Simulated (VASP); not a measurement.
Write the native input for VASP 6.6.1 that does the following.

| Item | Value |
| --- | --- |
| Task | single point |
| Functional | PBE |
| Potentials or basis | VASP PAW PBE potentials, release 64 (B, As) |
| Cutoff | 520 eV |
| k mesh | 4 × 4 × 4 |
| Occupations | gaussian, width 0.01 eV |
| Spin | no spin polarisation |
| Dipole correction | no |
| Further INCAR settings | ALGO = Normal; EDIFF = 1e-06; NBANDS = 11 |

The structure of BAs lies in POSCAR:

```
BAs
1.0
    0.0000000000      2.3918676044      2.3918676044
    2.3918676044      0.0000000000      2.3918676044
    2.3918676044      2.3918676044      0.0000000000
B As
1 1
Direct
    0.0000000000      0.0000000000      0.0000000000
    0.2500000000      0.2500000000      0.2500000000
```

One way to write it, as run:

INCAR

```
ALGO = Normal
EDIFF = 1E-6
ENCUT = 520
GGA = PE
ISIF = 2
ISMEAR = 0
LASPH = True
LCHARG = True
LELF = True
LREAL = False
LVHAR = True
LWAVE = False
NBANDS = 11
NELM = 100
PREC = Accurate
SIGMA = 0.01
```

KPOINTS

```
k-points
0
Gamma
  4 4 4
```

Potentials or basis: VASP PAW PBE potentials, release 64 (B, As).

Run with:

```bash
$ cat potpaw_PBE.64/B/POTCAR potpaw_PBE.64/As/POTCAR > POTCAR
$ mpirun -np 1 vasp_std > vasp.out
```

Results of the run:

The pressure is 3.4 GPa and the band gap on the k mesh is 1.42 eV, indirect (least direct gap 3.25 eV).

Caveat: the k points lie up to 0.57 Å⁻¹ apart.

Run time: 5.4 s on 1 thread of Intel(R) Xeon(R) 6975P-C (Granite Rapids), on a shared host, peak memory 0.15 GiB.
